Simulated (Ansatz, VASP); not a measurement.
# One calculation of AlN, two programs

Contents of INCAR:

```
SYSTEM = AlN
PREC     = Accurate       ! precision mode
ENCUT    = 520            ! plane-wave cutoff, eV
EDIFF    = 1E-6           ! SCF threshold, eV
ISMEAR   = 0              ! smearing method
SIGMA    = 0.05           ! smearing width, eV
LREAL    = .FALSE.        ! projectors in reciprocal space
LASPH    = .TRUE.         ! aspherical terms in the spheres
NELM     = 100            ! most SCF steps
ALGO     = Normal         ! electronic algorithm
ISIF     = 2              ! what is computed and relaxed
LWAVE    = .FALSE.        ! write WAVECAR
LCHARG   = .TRUE.         ! write CHGCAR
GGA      = PS             ! functional
LELF     = .TRUE.         ! ELF
LVHAR    = .TRUE.       
NBANDS   = 16             ! bands
```

KPOINTS

```
Automatic mesh
0
G
  9 9 6
  0 0 0
```

POSCAR

```
AlN
1.0
    3.3014407767      0.0000000000      0.0000000000
   -1.6507203884      2.8591315817      0.0000000000
    0.0000000000      0.0000000000      4.3056000000
Al N
2 2
Direct
    0.3333333333      0.6666666667      0.7500000000
    0.6666666667      0.3333333333      0.2500000000
    0.3333333333      0.6666666667      0.2500000000
    0.6666666667      0.3333333333      0.7500000000
```

Input for Ansatz:

```yaml
crystal:
  lattice:
    - [3.3014407767, 0.0, 0.0]
    - [-1.6507203884, 2.8591315817, 0.0]
    - [0.0, 0.0, 4.3056]
  atoms:
    - { symbol: Al, position: [0.3333333333, 0.6666666667, 0.75] }
    - { symbol: Al, position: [0.6666666667, 0.3333333333, 0.25] }
    - { symbol: "N", position: [0.3333333333, 0.6666666667, 0.25] }
    - { symbol: "N", position: [0.6666666667, 0.3333333333, 0.75] }
basis:
  ecutwfc: 520.0
kpoints:
  mp_grid: { grid: [9, 9, 6] }
hamiltonian:
  xc: pbesol
  pseudopotentials: { kind: paw, azcp: { folder: soft_1 } }
scf:
  occupations: { method: gaussian, width: 0.05 }
output:
  forces: true
  stress: true
  eigenvalues: true
```

Alike in both runs: task single point; functional PBEsol; k mesh 9 × 9 × 6; occupations gaussian, width 0.05 eV; no spin polarisation.

|  | VASP | Ansatz |
| --- | --- | --- |
| version | VASP 6.6.1 | Ansatz 0.2.0 |
| potentials or method | VASP PAW PBE potentials, release 64 (Al, N), cutoff 520 eV | scalar-relativistic, plane waves, PAW |
| valence electrons in the cell | 16 | 16 |

Ansatz gave:

```
gap on the k mesh at the Fermi level (eV)                     : 2.93
least direct gap on the mesh (eV)                             : 2.93
pressure (GPa)                                                : -6.5
traceless stress, the component that is largest in VASP (GPa) : -3.10
```

Q: What did VASP give for the same quantities?

A: gap on the k mesh at the Fermi level (eV): 2.95; least direct gap on the mesh (eV): 2.95; pressure (GPa): -6.5; traceless stress, the component that is largest in VASP (GPa): -3.15.

VASP's potentials were made for PBE, not for PBEsol, and Ansatz warns of the same on its side.
